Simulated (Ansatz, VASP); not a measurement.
## Os in VASP and in Ansatz

```
CELL_PARAMETERS angstrom
-1.51798 1.51798 1.51798
1.51798 -1.51798 1.51798
1.51798 1.51798 -1.51798
ATOMIC_POSITIONS crystal
Os 0.00000 0.00000 0.00000
```

Alike in both runs: task relaxation of cell and atoms; functional BLYP; k mesh 14 × 14 × 14; occupations fermi-dirac, width 0.1 eV; no spin polarisation.

```csv
,VASP,Ansatz
version,VASP 6.6.1,Ansatz 0.2.0
potentials or method,"VASP PAW PBE potentials, release 64 (Os_sv_GW), cutoff 500 eV","plane waves (420 eV) with PAW, scalar-relativistic"
valence electrons in the cell,16,16
```

|  | VASP | Ansatz | Ansatz less VASP |
| --- | --- | --- | --- |
| relaxed volume (Å³/atom) | 15.43 | 15.48 | +0.050 |
| relaxed cell length with the largest relative difference (Å) | 2.716 | 2.719 | +0.0029 |

VASP's potentials were made for PBE, not for BLYP.

Neither program's run includes spin-orbit coupling.
